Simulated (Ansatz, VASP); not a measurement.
**Two plane-wave programs on Te**

```
CELL_PARAMETERS angstrom
5.22326 0.00000 0.00000
0.00000 5.22326 0.00000
0.00000 0.00000 5.22326
ATOMIC_POSITIONS crystal
Te 0.87500 0.12500 0.62500
Te 0.37500 0.37500 0.37500
Te 0.12500 0.62500 0.87500
Te 0.62500 0.87500 0.12500
```

Alike in both runs: functional LDA; k mesh 4 × 4 × 4; occupations fermi-dirac, width 0.05 eV; no spin polarisation.

|  | VASP | Ansatz |
| --- | --- | --- |
| version | VASP 6.6.1 | Ansatz 0.2.0 |
| potentials or method | VASP PAW LDA potentials, release 64 (Te) | Ansatz PAW |
| plane-wave cutoff (eV) | 520 | 420 |
| valence electrons in the cell | 24 | 64 |
| task | single point | band structure |

```tsv
	VASP	Ansatz	Ansatz less VASP
gap on the k mesh at the Fermi level (eV)	none	none	-
pressure (GPa)	-2.9	-2.9	-0.04
```

LDA's correlation is that of Perdew and Zunger in VASP and of Perdew and Wang (1992) in Ansatz. A gap of «none» marks a metal or a gap that the smearing closes. VASP's potentials hold 24 valence electrons a cell and Ansatz's 64, so a difference there can come from the potentials and not from the codes.

Neither program's run includes spin-orbit coupling.
